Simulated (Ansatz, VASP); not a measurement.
**FeNi2 in VASP and in Ansatz**

INCAR

```
SYSTEM = FeNi2
ALGO = Fast ; EDIFF = 1E-6
ENCUT = 520 ; GGA = PE
ISIF = 2 ; ISMEAR = 0
ISPIN = 2 ; LASPH = .True.
LCHARG = .False. ; LMAXMIX = 4
LORBIT = 11 ; LREAL = .False.
LWAVE = .False. ; MAGMOM = 4 4 2 2 2 2
NBANDS = 41 ; NELM = 150
PREC = Accurate ; SIGMA = 0.1
```

Contents of KPOINTS:

```
k-points
0
Gamma
  4 4 6
  0 0 0
```

File POSCAR:

```
FeNi2
1.0
    4.8285537237      0.0000000000      0.0000000000
    0.0000000000      4.8285537237      0.0000000000
    0.0000000000      0.0000000000      3.1100762883
Fe Ni
2 4
Direct
    0.0000000000      0.0000000000      0.0000000000
    0.5000000000      0.5000000000      0.5000000000
    0.3060000000      0.3060000000      0.0000000000
    0.1940000000      0.8060000000      0.5000000000
    0.6940000000      0.6940000000      0.0000000000
    0.8060000000      0.1940000000      0.5000000000
```

Input for Ansatz:

```yaml
crystal:
  lattice:
    - [4.8285537237, 0.0, 0.0]
    - [0.0, 4.8285537237, 0.0]
    - [0.0, 0.0, 3.1100762883]
  atoms:
    - { symbol: Fe, position: [0.0, 0.0, 0.0], spin: 4.0 }
    - { symbol: Fe, position: [0.5, 0.5, 0.5], spin: 4.0 }
    - { symbol: Ni, position: [0.306, 0.306, 0.0], spin: 2.0 }
    - { symbol: Ni, position: [0.194, 0.806, 0.5], spin: 2.0 }
    - { symbol: Ni, position: [0.694, 0.694, 0.0], spin: 2.0 }
    - { symbol: Ni, position: [0.806, 0.194, 0.5], spin: 2.0 }
basis:
  ecutwfc: 420
kpoints:
  mp_grid: { grid: [4, 4, 6] }
hamiltonian:
  xc: pbe
scf:
  occupations: { method: gaussian, width: 0.1 }
  lower_state_search: "off"
output:
  forces: true
  stress: true
  eigenvalues: true
  populations: true
magnetization:
  spin_polarized: true
```

Alike in both runs: task single point; functional PBE; k mesh 4 × 4 × 6; occupations gaussian, width 0.1 eV; collinear spin.

|  | VASP | Ansatz |
| --- | --- | --- |
| version | VASP 6.6.1 | Ansatz 0.2.0 |
| potentials or method | VASP PAW PBE potentials, release 64 (Fe, Ni), cutoff 520 eV | scalar-relativistic, plane waves, PAW |
| valence electrons in the cell | 56 | 104 |

```csv
,VASP,Ansatz,Ansatz less VASP
gap on the k mesh at the Fermi level (eV),none,none,-
rms of the force components (eV/Å),0.799,0.809,+0.0100
net moment per atom (μB),0.99,0.98,-0.015
size of the moment on the site where the two differ most (μB),1.81,1.70,-0.105
```

Site moments also hang on the region over which each program counts them. Atom by atom the forces differ by 0.010 eV/Å (rms over components). A gap of «none» marks a metal or a gap that the smearing closes. With one functional, cell and mesh, what is left measures potentials, basis and numerics. VASP's potentials hold 56 valence electrons a cell and Ansatz's 104, so a difference there can come from the potentials and not from the codes.
